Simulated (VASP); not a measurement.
# Fe (Fd-3m) in VASP: a series of runs

Fe is run at these levels: BLYP; tasks: single point.

All numbers are computed with VASP 6.6.1; they aren't measurements. Logs are shortened: lines on timing, memory, paths and dates and some standing lists are left out, and cuts for length are marked.

**1. The cell of the first run**

It takes space group Fd-3m (No. 227, cubic). Conventional cell: a = 5.006 Å, b = 5.006 Å, c = 5.006 Å, α = 90.00°, β = 90.00°, γ = 90.00°. Within 2.9 Å of Fe (site symmetry -43m) lie 4 Fe at 2.17 Å.

This isn't the form of Fe at room conditions, which is bcc.

**2. Single point, BLYP, collinear spin, ferromagnetic start (15.68 Å³/atom)**

INCAR

```
SYSTEM = Fe
PREC = Accurate
ENCUT = 520
EDIFF = 1E-6
ISMEAR = -1
SIGMA = 0.05
LREAL = .FALSE.
LASPH = .TRUE.
NELM = 150
ALGO = Normal
ISIF = 2
LWAVE = .FALSE.
LCHARG = .FALSE.
ISPIN = 2
MAGMOM = 2.5 2.5
LORBIT = 11
LMAXMIX = 4
GGA = B5
ALDAX = 1.0
AGGAX = 1.0
AGGAC = 1.0
ALDAC = 0.0
NBANDS = 19
```

KPOINTS

```
regular mesh
0
G
  12 12 12
  0 0 0
```

POSCAR

```
Fe
1.0
    0.0000000000      2.5029715110      2.5029715110
    2.5029715110      0.0000000000      2.5029715110
    2.5029715110      2.5029715110      0.0000000000
Fe
2
Direct
    0.1250000000      0.1250000000      0.1250000000
    0.8750000000      0.8750000000      0.8750000000
```

Potentials or basis: VASP PAW PBE potentials, release 64 (Fe).

On the command line:

```
$ cat potpaw_PBE.64/Fe/POTCAR > POTCAR
$ mpirun -np 1 vasp_std > vasp.out
```

OUTCAR:

```text
SYSTEM = Fe
   PREC = Accurate
   ENCUT = 520
   EDIFF = 1E-6
   ISMEAR = -1
   LREAL = .FALSE.
   LASPH = .TRUE.
   NELM = 150
   ISIF = 2
   ISPIN = 2
   LORBIT = 11
   GGA = B5

 ion  position               nearest neighbor table
   1  0.125  0.125  0.125-   2 2.17   2 2.17   2 2.17   2 2.17
   2  0.875  0.875  0.875-   1 2.17   1 2.17   1 2.17   1 2.17

  LATTYP: Found a face centered cubic cell.
 ALAT       =     5.0059430220

  Lattice vectors:

 A1 = (   0.0000000000,   2.5029715110,   2.5029715110)
 A2 = (   2.5029715110,   0.0000000000,   2.5029715110)
 A3 = (   2.5029715110,   2.5029715110,   0.0000000000)

Analysis of symmetry for initial positions (statically):
=====================================================================
 Subroutine PRICEL returns:
 Original cell was already a primitive cell.

 Routine SETGRP: Setting up the symmetry group for a
 face centered cubic supercell.

 Subroutine GETGRP returns: Found 48 space group operations
 (whereof 12 operations were pure point group operations)
 out of a pool of 48 trial point group operations.

The static configuration has the point symmetry D_3d.
 The point group associated with its full space group is O_h .

Analysis of symmetry for dynamics (positions and initial velocities):
=====================================================================
 Subroutine PRICEL returns:
 Original cell was already a primitive cell.

 Routine SETGRP: Setting up the symmetry group for a
 face centered cubic supercell.

 Subroutine GETGRP returns: Found 48 space group operations
 (whereof 12 operations were pure point group operations)
 out of a pool of 48 trial point group operations.

The dynamic configuration has the point symmetry D_3d.
 The point group associated with its full space group is O_h .

Analysis of structural, dynamic, and magnetic symmetry:
=====================================================================
 Subroutine PRICEL returns:
 Original cell was already a primitive cell.

 Routine SETGRP: Setting up the symmetry group for a
 face centered cubic supercell.

 Subroutine GETGRP returns: Found 48 space group operations
 (whereof 12 operations were pure point group operations)
 out of a pool of 48 trial point group operations.

The overall configuration has the point symmetry D_3d.
 The point group associated with its full space group is O_h .

 Subroutine INISYM returns: Found 48 space group operations
 (whereof 12 operations are pure point group operations),
 and found     1 'primitive' translations

----------------------------------------------------------------------------------------

                                     Primitive cell

  volume of cell :      31.3616
[... 115 lines left out ...]
   LHFCALC =     F    Hartree Fock is set to
   AEXX    =    0.0000 exact exchange contribution
   IVDW    =     0    specifies the selected vdW correction
   LEPSILON=     F    determine dielectric tensor
   LRPA    =     F    only Hartree local field effects (RPA)
 spin polarized calculation
  energy-cutoff  :      520.00
  volume of cell :       31.36
 maximum number of plane-waves:       872
 NGX is ok and might be reduce to    28
   NGX = 13   NGY = 13   NGZ = 13

 number of electron      15.9999994 magnetization      -0.0062055

 number of electron      15.9999994 magnetization       0.0003890

 Free energy of the ion-electron system (eV)
  ---------------------------------------------------
  ext. energy  EPLUGINS =         0.00000000
  ---------------------------------------------------
  free energy    TOTEN  =       -12.51213606 eV

  energy without entropy =      -12.48843501  energy(sigma->0) =      -12.50028554

 E-fermi :   3.4115     XC(G=0): -10.4626

 val. band max:        3.4106665807   @ k =   0.4167   0.3333   0.0000
 cond. band min:       3.4271272130   @ k =   0.5000   0.1667   0.0000
 fundamental gap:      0.0164606323
 Fermi energy:         3.4115334176

 spin component 1

 k-point     1 :       0.0000    0.0000    0.0000
  band No.  band energies     occupation
      1      -2.7261      1.00000
      2       0.9538      1.00000
      3       0.9538      1.00000
      4       1.1918      1.00000
      5       1.1918      1.00000
      6       1.1918      1.00000
[... 517 lines left out ...]
     18      22.5688      0.00000
     19      23.7924      0.00000

 [... further k-points ...]

 spin component 2

 k-point     1 :       0.0000    0.0000    0.0000
  band No.  band energies     occupation
      1      -2.7261      1.00000
      2       0.9540      1.00000
      3       0.9540      1.00000
      4       1.1919      1.00000
      5       1.1919      1.00000
      6       1.1919      1.00000
[... 517 lines left out ...]
     18      22.5688      0.00000
     19      23.7924      0.00000

 [... further k-points ...]

------------------------ aborting loop because EDIFF is reached ----------------------------------------

  FORCE on cell =-STRESS in cart. coord.  units (eV):
  Direction    XX          YY          ZZ          XY          YZ          ZX
  --------------------------------------------------------------------------------------
  -------------------------------------------------------------------------------------
  Total       -1.0954409     -1.0954409     -1.0954409      0.0000000      0.0000000     -0.0000000
  in kB      -55.9631063    -55.9631063    -55.9631063      0.0000000      0.0000000     -0.0000000
  external PRESSURE =     -55.9631063 kB  Pullay stress =       0.0000000 kB

 VOLUME and BASIS-vectors are now :
 -----------------------------------------------------------------------------
  energy-cutoff  :      520.00
  volume of cell :       31.36
      direct lattice vectors                 reciprocal lattice vectors
     0.000000000  2.502971511  2.502971511    -0.199762561  0.199762561  0.199762561
     2.502971511  0.000000000  2.502971511     0.199762561 -0.199762561  0.199762561
     2.502971511  2.502971511  0.000000000     0.199762561  0.199762561 -0.199762561

 POSITION                                       TOTAL-FORCE (eV/Angst)
 -----------------------------------------------------------------------------------
      0.62574      0.62574      0.62574        -0.000000     -0.000000     -0.000000
      4.38020      4.38020      4.38020         0.000000      0.000000      0.000000
 -----------------------------------------------------------------------------------
    total drift:                                0.000000     -0.000000     -0.000000

  FREE ENERGIE OF THE ION-ELECTRON SYSTEM (eV)
  ---------------------------------------------------
  free  energy   TOTEN  =       -12.5121360597 eV

  energy  without entropy=      -12.4884350145  energy(sigma->0) =      -12.50028554

 total charge

# of ion       s       p       d       tot
------------------------------------------
    1        0.557   0.382   6.433   7.372
    2        0.557   0.382   6.433   7.372
--------------------------------------------------
tot          1.115   0.763  12.866  14.745

 magnetization (x)

# of ion       s       p       d       tot
------------------------------------------
    1       -0.000  -0.000   0.000   0.000
    2       -0.000  -0.000   0.000   0.000
--------------------------------------------------
tot         -0.000  -0.000   0.000   0.000
```

OSZICAR:

```text
N       E                     dE             d eps       ncg     rms          rms(c)
DAV:   1     0.864600919941E+02    0.86460E+02   -0.68718E+03  5512   0.976E+02
DAV:   2    -0.935591781807E+01   -0.95816E+02   -0.83680E+02  5502   0.195E+02
DAV:   3    -0.129566265474E+02   -0.36007E+01   -0.34402E+01  6135   0.509E+01
DAV:   4    -0.129893449381E+02   -0.32718E-01   -0.32700E-01  6251   0.461E+00
DAV:   5    -0.129897822035E+02   -0.43727E-03   -0.43726E-03  6225   0.489E-01    0.149E+01
DAV:   6    -0.127650635429E+02    0.22472E+00   -0.66140E+00  6609   0.457E+01    0.438E+00
DAV:   7    -0.124995605451E+02    0.26550E+00   -0.92759E-01  6624   0.178E+01    0.259E+00
DAV:   8    -0.125066749605E+02   -0.71144E-02   -0.23386E-02  6923   0.211E+00    0.114E+00
DAV:   9    -0.125098111894E+02   -0.31362E-02   -0.74229E-03  7307   0.128E+00    0.637E-01
DAV:  10    -0.125118427211E+02   -0.20315E-02   -0.26179E-03  7746   0.799E-01    0.107E-01
DAV:  11    -0.125120460241E+02   -0.20330E-03   -0.21117E-04  7239   0.164E-01    0.884E-02
DAV:  12    -0.125121526297E+02   -0.10661E-03   -0.14642E-04  7481   0.220E-01    0.554E-02
DAV:  13    -0.125121329571E+02    0.19673E-04   -0.15875E-05  6773   0.584E-02    0.121E-02
DAV:  14    -0.125121348509E+02   -0.18938E-05   -0.74032E-07  4439   0.183E-02    0.616E-03
DAV:  15    -0.125121359595E+02   -0.11087E-05   -0.73177E-07  3278   0.163E-02    0.136E-03
DAV:  16    -0.125121360597E+02   -0.10019E-06   -0.29698E-07  3044   0.450E-03
   1 F= -.12512136E+02 E0= -.12500286E+02  d E =-.237010E-01  mag=     0.0001
```

stdout:

```text
POSCAR found type information on POSCAR Fe
 POSCAR found :  1 types and       2 ions
 scaLAPACK will be used
 -----------------------------------------------------------------------------
|                                                                             |
|                                                                             |
|     You enforced a specific xc type in the INCAR file but a different       |
|     I HOPE YOU KNOW WHAT YOU ARE DOING!                                     |
|                                                                             |
 -----------------------------------------------------------------------------

 LDA part: xc-table for (Slater(with rela. corr.)+VWN5), standard interpolation
 POSCAR, INCAR and KPOINTS ok, starting setup
 FFT: planning ... GRIDC
 FFT: planning ... GRID_SOFT
 FFT: planning ... GRID
 WAVECAR not read
 entering main loop
```

Run time: 49 s. Hardware: 1 thread of Intel Xeon 6975P-C (Granite Rapids), shared host; peak memory 0.2 GiB.

What came out:

```
Free energy                                           : -12.5121 eV
Pressure                                              : -5.6 GPa
Band gap on the k mesh                                : zero (filled and empty bands overlap)
Net moment                                            : 0.00 μB per cell
Valence electrons inside the program's atomic spheres : Fe 7.37
```

Caveat: the cell stands under tension; the moments typed at the start vanished in this run; the PAW data sets were made with another functional, which shifts forces and pressure a little.

**3. Single point, BLYP, collinear spin, ferromagnetic start (16.28 Å³/atom)**

This run uses another cell than the first one, of 16.28 Å³/atom.

INCAR

```
SYSTEM = Fe
PREC = Accurate
ENCUT = 520
EDIFF = 1E-7
ISMEAR = -1
SIGMA = 0.05
LREAL = .False.
LASPH = .True.
NELM = 150
ALGO = Normal
ISIF = 2
LWAVE = .False.
LCHARG = .False.
ISPIN = 2
MAGMOM = 2.5 2.5
LORBIT = 11
LMAXMIX = 4
GGA = B5
ALDAX = 1.0
AGGAX = 1.0
AGGAC = 1.0
ALDAC = 0.0
NBANDS = 19
```

KPOINTS

```
regular mesh
0
Gamma
  12 12 12
  0 0 0
```

POSCAR

```
Fe
1.0
    0.0000000000      2.5346580584      2.5346580584
    2.5346580584      0.0000000000      2.5346580584
    2.5346580584      2.5346580584      0.0000000000
Fe
2
Direct
    0.1250000000      0.1250000000      0.1250000000
    0.8750000000      0.8750000000      0.8750000000
```

Potentials or basis: VASP PAW PBE potentials, release 64 (Fe).

On the command line:

```
$ cat potpaw_PBE.64/Fe/POTCAR > POTCAR
$ mpirun -np 1 vasp_std > vasp.out
```

OUTCAR:

```text
SYSTEM = Fe
   PREC = Accurate
   ENCUT = 520
   EDIFF = 1E-7
   ISMEAR = -1
   LREAL = .False.
   LASPH = .True.
   NELM = 150
   ISIF = 2
   ISPIN = 2
   LORBIT = 11
   GGA = B5

 ion  position               nearest neighbor table
   1  0.125  0.125  0.125-   2 2.20   2 2.20   2 2.20   2 2.20
   2  0.875  0.875  0.875-   1 2.20   1 2.20   1 2.20   1 2.20

  LATTYP: Found a face centered cubic cell.
 ALAT       =     5.0693161168

  Lattice vectors:

 A1 = (   0.0000000000,   2.5346580584,   2.5346580584)
 A2 = (   2.5346580584,   0.0000000000,   2.5346580584)
 A3 = (   2.5346580584,   2.5346580584,   0.0000000000)

Analysis of symmetry for initial positions (statically):
[... 1272 lines left out ...]
  energy-cutoff  :      520.00
  volume of cell :       32.57
      direct lattice vectors                 reciprocal lattice vectors
     0.000000000  2.534658058  2.534658058    -0.197265268  0.197265268  0.197265268
     2.534658058  0.000000000  2.534658058     0.197265268 -0.197265268  0.197265268
     2.534658058  2.534658058  0.000000000     0.197265268  0.197265268 -0.197265268

 POSITION                                       TOTAL-FORCE (eV/Angst)
 -----------------------------------------------------------------------------------
      0.63366      0.63366      0.63366        -0.000000     -0.000000     -0.000000
      4.43565      4.43565      4.43565         0.000000      0.000000      0.000000
 -----------------------------------------------------------------------------------
    total drift:                                0.000000     -0.000000     -0.000000

  FREE ENERGIE OF THE ION-ELECTRON SYSTEM (eV)
  ---------------------------------------------------
  free  energy   TOTEN  =       -12.4553195734 eV

  energy  without entropy=      -12.4304516459  energy(sigma->0) =      -12.44288561

 total charge

# of ion       s       p       d       tot
------------------------------------------
    1        0.545   0.362   6.405   7.311
    2        0.545   0.362   6.405   7.311
--------------------------------------------------
tot          1.090   0.723  12.809  14.622

 magnetization (x)

# of ion       s       p       d       tot
------------------------------------------
    1       -0.000   0.000   0.000   0.000
    2       -0.000   0.000   0.000   0.000
--------------------------------------------------
tot         -0.000   0.000   0.000   0.000
```

OSZICAR:

```text
N       E                     dE             d eps       ncg     rms          rms(c)
DAV:   1     0.853414050410E+02    0.85341E+02   -0.68341E+03  5512   0.965E+02
DAV:   2    -0.925501838130E+01   -0.94596E+02   -0.82321E+02  5487   0.193E+02
DAV:   3    -0.129969421289E+02   -0.37419E+01   -0.35658E+01  6083   0.511E+01
DAV:   4    -0.130327340382E+02   -0.35792E-01   -0.35773E-01  6305   0.479E+00
DAV:   5    -0.130332137342E+02   -0.47970E-03   -0.47969E-03  6067   0.506E-01    0.146E+01
DAV:   6    -0.127631422781E+02    0.27007E+00   -0.73087E+00  6594   0.473E+01    0.488E+00
DAV:   7    -0.124380095521E+02    0.32513E+00   -0.10859E+00  6605   0.190E+01    0.272E+00
DAV:   8    -0.124478745489E+02   -0.98650E-02   -0.24949E-02  6768   0.208E+00    0.122E+00
DAV:   9    -0.124519930795E+02   -0.41185E-02   -0.84771E-03  7171   0.134E+00    0.664E-01
DAV:  10    -0.124545842371E+02   -0.25912E-02   -0.32246E-03  7714   0.870E-01    0.138E-01
DAV:  11    -0.124549173229E+02   -0.33309E-03   -0.25305E-04  7409   0.171E-01    0.125E-01
DAV:  12    -0.124553195848E+02   -0.40226E-03   -0.57816E-04  7572   0.458E-01    0.606E-02
DAV:  13    -0.124553043873E+02    0.15197E-04   -0.52535E-05  6238   0.838E-02    0.246E-02
DAV:  14    -0.124553119715E+02   -0.75841E-05   -0.28044E-06  7025   0.325E-02    0.140E-02
DAV:  15    -0.124553187999E+02   -0.68284E-05   -0.68033E-06  7770   0.494E-02    0.454E-03
DAV:  16    -0.124553195444E+02   -0.74454E-06   -0.16554E-06  8316   0.162E-02    0.646E-04
DAV:  17    -0.124553195734E+02   -0.28917E-07   -0.44314E-08  3428   0.180E-03
   1 F= -.12455320E+02 E0= -.12442886E+02  d E =-.248679E-01  mag=    -0.0001
```

stdout:

```text
POSCAR found type information on POSCAR Fe
 POSCAR found :  1 types and       2 ions
 scaLAPACK will be used
 -----------------------------------------------------------------------------
|                                                                             |
|                                                                             |
|     You enforced a specific xc type in the INCAR file but a different       |
|     I HOPE YOU KNOW WHAT YOU ARE DOING!                                     |
|                                                                             |
 -----------------------------------------------------------------------------

 LDA part: xc-table for (Slater(with rela. corr.)+VWN5), standard interpolation
 POSCAR, INCAR and KPOINTS ok, starting setup
 FFT: planning ... GRIDC
 FFT: planning ... GRID_SOFT
 FFT: planning ... GRID
 WAVECAR not read
 entering main loop
```

Wall time 55 s (1 thread of Intel Xeon 6975P-C (Granite Rapids), shared host); peak memory 0.21 GiB.

What came out:

```yaml
Free_energy: -12.4553 eV
Pressure: -9.4 GPa
Band_gap_on_the_k_mesh: zero (filled and empty bands overlap)
Net_moment: 0.00 μB per cell
Valence_electrons_inside_the_program's_atomic_spheres: Fe 7.31
```

Levels at points of the mesh, in eV from the Fermi level:
Spin up:
```
           k point  band 6  band 7  band 8  band 9  band 10  band 11
(0.00, 0.00, 0.00)   -2.13   -0.35   -0.35   -0.35     1.03     1.03
(0.50, 0.00, 0.00)   -2.14   -0.80    0.13    0.13     0.82     0.82
(0.50, 0.50, 0.00)   -1.32   -0.62   -0.62    0.99     0.99     2.47
```
Spin down:
```
           k point  band 5  band 6  band 7  band 8  band 9  band 10  band 11  band 12
(0.00, 0.00, 0.00)   -2.13   -2.13   -0.35   -0.35   -0.35     1.03     1.03    13.19
(0.50, 0.00, 0.00)   -2.14   -2.14   -0.80    0.13    0.13     0.82     0.82     2.11
(0.50, 0.50, 0.00)   -1.32   -1.32   -0.62   -0.62    0.99     0.99     2.47     2.47
```

Caveat: the cell stands under tension; the moments typed at the start vanished in this run; the PAW data sets were made with another functional, which shifts forces and pressure a little.

**4. Single point, BLYP, collinear spin, ferromagnetic start (16.89 Å³/atom)**

This run uses another cell than the first one, of 16.89 Å³/atom.

INCAR

```
SYSTEM = Fe
  AGGAC = 1.0
  AGGAX = 1.0
  ALDAC = 0.0
  ALDAX = 1.0
  ALGO = Normal
  EDIFF = 1E-7
  ENCUT = 520
  GGA = B5
  ISIF = 2
  ISMEAR = -1
  ISPIN = 2
  LASPH = .TRUE.
  LCHARG = .TRUE.
  LELF = .TRUE.
  LMAXMIX = 4
  LORBIT = 11
  LREAL = .FALSE.
  LVHAR = .TRUE.
  LWAVE = .FALSE.
  MAGMOM = 2.5 2.5
  NBANDS = 19
  NELM = 150
  PREC = Accurate
  SIGMA = 0.05
```

KPOINTS

```
k-points
0
G
  12 12 12
  0 0 0
```

POSCAR

```
Fe
1.0
    0.0000000000      2.5655715692      2.5655715692
    2.5655715692      0.0000000000      2.5655715692
    2.5655715692      2.5655715692      0.0000000000
Fe
2
Direct
    0.1250000000      0.1250000000      0.1250000000
    0.8750000000      0.8750000000      0.8750000000
```

On the command line:

```
$ cat potpaw_PBE.64/Fe/POTCAR > POTCAR
$ mpirun -np 1 vasp_std > vasp.out
```

Run time: 63 s. Hardware: 1 thread of Intel Xeon 6975P-C (Granite Rapids), shared host; peak memory 0.21 GiB.

Results (log left out):

| Quantity | Value |
| --- | --- |
| Free energy | -12.3729 eV |
| Pressure | -12.4 GPa |
| Band gap on the k mesh | zero (filled and empty bands overlap) |
| Net moment | 0.00 μB per cell |
| Valence electrons inside the program's atomic spheres | Fe 7.25 |

Levels at points of the mesh, in eV from the Fermi level:
Spin up:
| k point | band 6 | band 7 | band 8 | band 9 | band 10 | band 11 |
| --- | --- | --- | --- | --- | --- | --- |
| (0.00, 0.00, 0.00) | -2.04 | -0.33 | -0.33 | -0.33 | 0.97 | 0.97 |
| (0.50, 0.00, 0.00) | -2.04 | -0.76 | 0.12 | 0.12 | 0.77 | 0.77 |
| (0.50, 0.50, 0.00) | -1.31 | -0.59 | -0.59 | 0.94 | 0.94 | 2.37 |
Spin down:
| k point | band 5 | band 6 | band 7 | band 8 | band 9 | band 10 | band 11 | band 12 |
| --- | --- | --- | --- | --- | --- | --- | --- | --- |
| (0.00, 0.00, 0.00) | -2.04 | -2.04 | -0.33 | -0.33 | -0.33 | 0.97 | 0.97 | 12.82 |
| (0.50, 0.00, 0.00) | -2.04 | -2.04 | -0.76 | 0.12 | 0.12 | 0.77 | 0.77 | 2.01 |
| (0.50, 0.50, 0.00) | -1.31 | -1.31 | -0.59 | -0.59 | 0.94 | 0.94 | 2.37 | 2.37 |

Caveat: the cell stands under tension; the moments typed at the start vanished in this run; the PAW data sets were made with another functional, which shifts forces and pressure a little.
